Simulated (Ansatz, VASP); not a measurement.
HfTi3N4: VASP beside Ansatz

```
Hf Ti N
1.0
     3.07378    0.00000    0.00000
     0.00000    3.07378    0.00000
     0.00000    0.00000    8.67570
Hf Ti N
1 3 4
Direct
  0.00000 0.00000 0.00000
  0.50000 0.50000 0.26374
  0.00000 0.00000 0.50000
  0.50000 0.50000 0.73626
  0.00000 0.00000 0.25579
  0.50000 0.50000 0.50000
  0.00000 0.00000 0.74421
  0.50000 0.50000 0.00000
```

Alike in both runs: functional PBE; k mesh 12 × 12 × 6; occupations gaussian, width 0.1 eV; no spin polarisation.

Ansatz relaxed the structure, and its values are those at the end. VASP's run is a single point on that final structure, the one shown.

|  | VASP | Ansatz |
| --- | --- | --- |
| version | VASP 6.6.1 | Ansatz 0.2.0 |
| potentials or method | VASP PAW PBE potentials, release 64 (Hf_pv, Ti_sv, N), cutoff 520 eV | scalar-relativistic, plane waves, PAW |
| valence electrons in the cell | 66 | 82 |

|  | VASP | Ansatz | Ansatz less VASP |
| --- | --- | --- | --- |
| gap on the k mesh at the Fermi level (eV) | none | none | - |
| pressure (GPa) | -0.4 | 0.0 | +0.39 |
| rms of the force components (eV/Å) | 0.023 | 0.003 | -0.0195 |

A gap of «none» marks a metal or a gap that the smearing closes. With one functional, cell and mesh, what is left measures potentials, basis and numerics. VASP's potentials hold 66 valence electrons a cell and Ansatz's 82, so a difference there can come from the potentials and not from the codes.

Spin-orbit coupling is off throughout.
